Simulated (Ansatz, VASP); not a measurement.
Two plane-wave programs on Ge

```
Ge
1.0
     4.06386    0.00000    0.00000
    -2.03193    3.51941    0.00000
     0.00000    0.00000   11.02988
Ge
4
Direct
  0.00000 0.00000 0.97745
  0.00000 0.00000 0.47745
  0.33333 0.66667 0.91485
  0.66667 0.33333 0.41485
```

Alike in both runs: task single point; functional r2SCAN; k mesh 7 × 7 × 2; occupations gaussian, width 0.15 eV; no spin polarisation.

|  | VASP | Ansatz |
| --- | --- | --- |
| version | VASP 6.6.1 | Ansatz 0.2.0 |
| potentials or method | VASP PAW PBE potentials, release 64 (Ge_d), cutoff 520 eV | plane waves, PAW |
| valence electrons in the cell | 56 | 56 |

|  | VASP | Ansatz | Ansatz less VASP |
| --- | --- | --- | --- |
| pressure (GPa) | -2.1 | -2.1 | -0.02 |
| traceless stress, the component that is largest in VASP (GPa) | 1.18 | 1.20 | +0.021 |

VASP's potentials were made for PBE, not for r2SCAN. The functional is the same, so the differences come from potentials, cutoffs and numerics.
